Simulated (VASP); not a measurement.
A run of VASP 6.6.1 is set up as follows.

File INCAR:

```
SYSTEM = Sn4HO8
PREC = Accurate ; ENCUT = 520
EDIFF = 1E-6 ; ISMEAR = 0
SIGMA = 0.02 ; LREAL = .False.
LASPH = .True. ; NELM = 80
ALGO = Normal ; ISIF = 2
LWAVE = .False. ; LCHARG = .False.
GGA = PE ; NELECT = 106.0
NBANDS = 64
```

The input KPOINTS:

```
Automatic mesh
0
Gamma
  3 3 3
  0 0 0
```

Contents of POSCAR:

```
Sn4HO8
1.0
    0.0000000000      4.8271903452     -3.2381522545
    0.0000000000     -4.8271903452     -3.2381522545
   -4.8271903452      0.0000000000      3.2381522545
Sn O H
4 8 1
Direct
    0.2508090305      0.7481583845      0.4940695994
    0.7522605942      0.2496106412      0.4940702209
    0.0308269675     -0.0235657499      0.0009119176
    0.4890456859      0.5161059406     -0.0011982125
    0.5692299128      0.7709673481      0.8190339964
    0.0544167203      0.2561541556      0.8190339964
    0.9248935883      0.7324990620      0.1889478008
    0.4627976495      0.2704058162      0.1889498724
    0.4833092300      0.1981423107      0.6751028584
   -0.0532940689      0.6788096493      0.6191659716
    0.5522265909      0.8180050062      0.3638820669
    0.0229892311      0.2999532421      0.3165934821
    0.2410509152      0.7876502434      0.0223537902
```

Potentials or basis: VASP PAW PBE potentials, release 64 (Sn_d, O, H).

The run is started by

```bash
$ cat potpaw_PBE.64/Sn_d/POTCAR potpaw_PBE.64/O/POTCAR potpaw_PBE.64/H/POTCAR > POTCAR
$ mpirun -np 1 vasp_std > vasp.out
```

Problem. Estimate the largest force.

Solution. 0.436 eV/Å.

Forces on the atoms (eV/Å):
```
Sn   0.058  0.041 -0.001
Sn   0.058  0.041  0.001
Sn  -0.037  0.100  0.000
Sn   0.046  0.157  0.000
O   -0.024 -0.045  0.049
O   -0.024 -0.045 -0.049
O   -0.051 -0.006  0.069
O   -0.051 -0.006 -0.069
O    0.029  0.038  0.000
O    0.028  0.026  0.000
O    0.110  0.013  0.000
O    0.056  0.078  0.000
H   -0.196 -0.389  0.000
```

Caveat: the k points lie up to 0.45 Å⁻¹ apart; the cell carries a net charge on a neutralising background, which shifts energy and pressure.
